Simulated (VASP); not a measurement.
# ZrB in VASP: a series of runs, part 2 of 2

VASP 6.6.1.

## 3. Single point, PBE+D3(BJ)

Input file INCAR:

```
SYSTEM = ZrB
PREC     = Accurate       ! precision mode
ENCUT    = 520            ! plane-wave cutoff, eV
EDIFF    = 1E-6           ! SCF threshold, eV
ISMEAR   = 0              ! smearing method
SIGMA    = 0.1            ! smearing width, eV
LREAL    = .False.        ! projectors in reciprocal space
LASPH    = .True.         ! aspherical terms in the spheres
NELM     = 100            ! most SCF steps
ALGO     = Normal         ! electronic algorithm
ISIF     = 2              ! what is computed and relaxed
LWAVE    = .False.        ! write WAVECAR
LCHARG   = .False.        ! write CHGCAR
GGA      = PE             ! functional
IVDW     = 12             ! dispersion correction
NBANDS   = 14             ! bands
ISYM     = 0
```

Input file KPOINTS:

```
regular mesh
0
Gamma
  12 12 11
  0 0 0
```

Input file POSCAR:

```
ZrB
1.0
    3.1570597421      0.0000000023      0.0001591915
   -1.5785298690      2.7340939391     -0.0001591915
   -1.5783732108      0.9112741982      3.0682130060
Zr B
1 1
Direct
    0.0000000000      0.0000000000      0.0000000000
    0.5000000000      0.5000000000      0.5000000000
```

Potentials or basis: VASP PAW PBE potentials, release 64 (Zr_sv, B).

Started as:

```sh
$ cat potpaw_PBE.64/Zr_sv/POTCAR potpaw_PBE.64/B/POTCAR > POTCAR
$ mpirun -np 1 vasp_std > vasp.out
```

OUTCAR:

```text
SYSTEM = ZrB
   PREC = Accurate
   ENCUT = 520
   EDIFF = 1E-6
   ISMEAR = 0
   LREAL = .False.
   LASPH = .True.
   NELM = 100
   ISIF = 2
   GGA = PE
   IVDW = 12
   ISYM = 0
 IVDW          = 12

 ion  position               nearest neighbor table
   1  0.000  0.000  0.000-   2 2.38   2 2.38   2 2.38   2 2.38   2 2.38   2 2.38
   2  0.500  0.500  0.500-   1 2.38   1 2.38   1 2.38   1 2.38   1 2.38   1 2.38

IMPORTANT INFORMATION: All symmetrisations will be switched off!
NOSYMM: (Re-)initialisation of all symmetry stuff for point group C_1.

----------------------------------------------------------------------------------------

                                     Primitive cell

  volume of cell :      26.4848

  direct lattice vectors                    reciprocal lattice vectors
     3.157059742  0.000000002  0.000159191     0.316744943  0.182879102  0.108626332
    -1.578529869  2.734093939 -0.000159191     0.000005477  0.365748718 -0.108626332
    -1.578373211  0.911274198  3.068213006    -0.000016434  0.000009488  0.325911341

  length of vectors
     3.157059746  3.157059746  3.568699162     0.381538733  0.381538733  0.325911342

  position of ions in fractional coordinates (direct lattice)
     0.000000000  0.000000000  0.000000000
     0.500000000  0.500000000  0.500000000

  ion indices of the primitive-cell ions
   primitive index   ion index
                 1           1
                 2           2

----------------------------------------------------------------------------------------

 KPOINTS: regular mesh

Automatic generation of k-mesh.
 Grid dimensions read from file:
 generate k-points for:   12   12   11

 Generating k-lattice:

  Cartesian coordinates                     Fractional coordinates (reciprocal lattice)
     0.026395412  0.015239925  0.009052194     0.083333333 -0.000000000  0.000000000
     0.000000456  0.030479060 -0.009052194     0.000000000  0.083333333 -0.000000000
    -0.000001494  0.000000863  0.029628304     0.000000000 -0.000000000  0.090909091

  Length of vectors
     0.031794894  0.031794894  0.029628304

  Shift w.r.t. Gamma in fractional coordinates (k-lattice)
     0.000000000  0.000000000  0.000000000

 Subroutine IBZKPT returns following result:
 ===========================================

 Found    794 irreducible k-points:

 Following reciprocal coordinates:
            Coordinates               Weight
  0.000000  0.000000  0.000000      1.000000
  0.083333  0.000000 -0.000000      2.000000
  0.000000  0.083333  0.000000      2.000000
  0.166667  0.000000 -0.000000      2.000000
 -0.000000  0.166667 -0.000000      2.000000
  0.250000  0.000000 -0.000000      2.000000
[... 16 lines left out ...]
  0.500000  0.083333  0.000000      2.000000
  0.083333  0.500000  0.000000      2.000000
 [... further k-points ...]
   k-points           NKPTS =    794   k-points in BZ     NKDIM =    794   number of bands    NBANDS=     14
   number of dos      NEDOS =    301   number of ions     NIONS =      2
   total plane-waves  NPLWV =  16128
   dimension x,y,z NGX =    24 NGY =   24 NGZ =   28
   dimension x,y,z NGXF=    48 NGYF=   48 NGZF=   56
   ions per type =               1   1
   NGX,Y,Z   is equivalent  to a cutoff of  12.64, 12.64, 13.04 a.u.
   NGXF,Y,Z  is equivalent  to a cutoff of  25.28, 25.28, 26.09 a.u.
 SYSTEM =  ZrB
   PREC   = accura    normal or accurate (medium, high low for compatibility)
   ISTART =      0    job   : 0-new  1-cont  2-samecut
   ICHARG =      2    charge: 1-file 2-atom 10-const
   ISPIN  =      1    spin polarized calculation?
   LNONCOLLINEAR =      F non collinear calculations
   LSORBIT =      F    spin-orbit coupling
   LASPH  =      T    aspherical Exc in radial PAW
   ENCUT  =  520.0 eV  38.22 Ry    6.18 a.u.   5.87  5.87  6.64*2*pi/ulx,y,z
   NELM   =    100;   NELMIN=  2; NELMDL= -5     # of ELM steps
   EDIFF  = 0.1E-05   stopping-criterion for ELM
   LREAL  =      F    real-space projection
   EDIFFG = 0.1E-04   stopping-criterion for IOM
   NSW    =      0    number of steps for IOM
   IBRION =     -1    ionic relax: 0-MD 1-quasi-New 2-CG
   NFREE  =      0    steps in history (QN), initial steepest desc. (CG)
   ISIF   =      2    stress and relaxation
   ISYM   =      0    0-nonsym 1-usesym 2-fastsym
   POTIM  = 0.5000    time-step for ionic-motion
   TEBEG  =    0.0;   TEEND  =   0.0 temperature during run
   PSTRESS=    0.0 pullay stress
   NELECT =      15.0000    total number of electrons
   NUPDOWN=      -1.0000    fix difference up-down
   EMIN   =  10.00;   EMAX   =-10.00  energy-range for DOS
   EFERMI =   0.00;   METHOD = LEGACY
   ISMEAR =     0;   SIGMA  =   0.10  broadening in eV -4-tet -1-fermi 0-gaus
   EFERMI_NEDOS =   21; number of points for ismear=-14 and -15
   IALGO  =     38    algorithm
   IMIX   =      4    mixing-type and parameters
     AMIX     =   0.40;   BMIX     =  1.00
     AMIX_MAG =   1.60;   BMIX_MAG =  1.00
  volume/ion in A,a.u.               =      13.24        89.36
  Fermi-wavevector in a.u.,A,eV,Ry     =   1.354481  2.559598 24.961513  1.834619
  Thomas-Fermi vector in A             =   2.481649
   LORBIT       =      0    0 simple, 1 ext, 2 COOP (PROOUT), +10 PAW based schemes
   GGA     = PE    functional components
   LHFCALC =     F    Hartree Fock is set to
   AEXX    =    0.0000 exact exchange contribution
   IVDW    =    12    specifies the selected vdW correction
   LEPSILON=     F    determine dielectric tensor
   LRPA    =     F    only Hartree local field effects (RPA)
 non-spin polarized calculation
 Gauss-broadening in eV      SIGMA  =   0.10
  energy-cutoff  :      520.00
  volume of cell :       26.48
 maximum number of plane-waves:       727
   NGX = 11   NGY = 11   NGZ = 13

 number of electron      15.0000000 magnetization

 Free energy of the ion-electron system (eV)
  ---------------------------------------------------
  ext. energy  EPLUGINS =         0.00000000
  ---------------------------------------------------
  free energy    TOTEN  =       -15.59676477 eV

  energy without entropy =      -15.58905981  energy(sigma->0) =      -15.59291229

 E-fermi :   8.8007     XC(G=0): -11.9822

 val. band max:        8.8001655162   @ k =  -0.0833   0.0833   0.3636
 cond. band min:       8.8025974987   @ k =   0.0833   0.2500   0.0909
 fundamental gap:      0.0024319825
 Fermi energy:         8.8006836886

 k-point     1 :       0.0000    0.0000    0.0000
  band No.  band energies     occupation
      1     -38.5450      2.00000
      2     -16.4972      2.00000
      3     -16.1714      2.00000
      4     -16.1708      2.00000
      5       0.2105      2.00000
      6       8.9460      0.03988
      7      10.8380      0.00000
      8      10.8383      0.00000
      9      11.2315      0.00000
     10      12.4439      0.00000
     11      12.4448      0.00000
     12      12.8512      0.00000
     13      12.8515      0.00000
     14      19.8233      0.00000

 k-point     2 :       0.0833    0.0000   -0.0000
  band No.  band energies     occupation
      1     -38.5359      2.00000
      2     -16.4971      2.00000
      3     -16.2427      2.00000
      4     -16.1839      2.00000
      5       0.3968      2.00000
      6       8.9706      0.01628
      7      10.0270      0.00000
      8      10.7856      0.00000
      9      11.0187      0.00000
     10      11.2708      0.00000
     11      12.5827      0.00000
     12      13.8815      0.00000
     13      14.2070      0.00000
     14      20.3612      0.00000
[... 343 lines left out ...]
      1     -38.4071      2.00000
      2     -17.1568      2.00000
      3     -16.4766      2.00000
      4     -16.3974      2.00000
      5       4.2485      2.00000
      6       5.1132      2.00000
      7       6.4072      2.00000
      8       7.9267      2.00000
      9      12.2771      0.00000
     10      14.3635      0.00000
     11      16.2103      0.00000
     12      17.4762      0.00000
     13      19.8051      0.00000
     14      20.9008      0.00000

 k-point    24 :       0.0833    0.5000    0.0000
  band No.  band energies     occupation
      1     -38.4071      2.00000
      2     -17.1568      2.00000
      3     -16.4766      2.00000
      4     -16.3974      2.00000
      5       4.2485      2.00000
      6       5.1132      2.00000
      7       6.4072      2.00000
      8       7.9267      2.00000
      9      12.2771      0.00000
     10      14.3635      0.00000
     11      16.2103      0.00000
     12      17.4762      0.00000
     13      19.8051      0.00000
     14      20.9008      0.00000

 [... further k-points ...]

------------------------ aborting loop because EDIFF is reached ----------------------------------------

 Edisp (eV)   -0.85457

 E8    (eV) :    -0.3996

  FORCE on cell =-STRESS in cart. coord.  units (eV):
  Direction    XX          YY          ZZ          XY          YZ          ZX
  --------------------------------------------------------------------------------------
  -------------------------------------------------------------------------------------
  Total       3.85041     3.86257     0.01417     0.01053    -0.00011     0.00019
  in kB     232.92736   233.66313     0.85715     0.63714    -0.00681     0.01179
  external pressure =      155.82 kB  Pullay stress =        0.00 kB

 VOLUME and BASIS-vectors are now :
 -----------------------------------------------------------------------------
  energy-cutoff  :      520.00
  volume of cell :       26.48
      direct lattice vectors                 reciprocal lattice vectors
     3.157059742  0.000000002  0.000159191     0.316744943  0.182879102  0.108626332
    -1.578529869  2.734093939 -0.000159191     0.000005477  0.365748718 -0.108626332
    -1.578373211  0.911274198  3.068213006    -0.000016434  0.000009488  0.325911341

 POSITION                                       TOTAL-FORCE (eV/Angst)
 -----------------------------------------------------------------------------------
      0.00000      0.00000      0.00000         0.000000     -0.000000     -0.000000
      0.00008      1.82268      1.53411        -0.000000      0.000000      0.000000
 -----------------------------------------------------------------------------------
    total drift:                                0.000000     -0.000000     -0.000000

  FREE ENERGIE OF THE ION-ELECTRON SYSTEM (eV)
  ---------------------------------------------------
  free  energy   TOTEN  =       -16.4513337294 eV

  energy  without entropy=      -16.4436287710  energy(sigma->0) =      -16.44748125
```

Wall time 77 s (1 thread of Intel Xeon 6975P-C (Granite Rapids), shared host); peak memory 0.41 GiB.

What came out:

```
Free energy                : -16.4513 eV
Pressure                   : 15.6 GPa
Dispersion energy per atom : -0.427 eV
```

Levels at points of the mesh, in eV from the Fermi level:
```tsv
k point	band 5	band 6	band 7	band 8	band 9	band 10	band 11	band 12
(0.00, 0.00, 0.00)	-8.59	0.15	2.04	2.04	2.43	3.64	3.64	4.05
(0.50, 0.00, 0.00)	-4.36	-3.85	-2.63	-0.87	3.37	6.35	7.56	7.85
(0.00, 0.50, 0.00)	-4.36	-3.85	-2.63	-0.87	3.37	6.35	7.56	7.85
(0.50, 0.50, 0.00)	-6.57	-1.34	-0.93	1.62	2.75	4.59	5.58	6.68
```

Caveat: pairwise dispersion overbinds metals, which lowers pressure and volume.
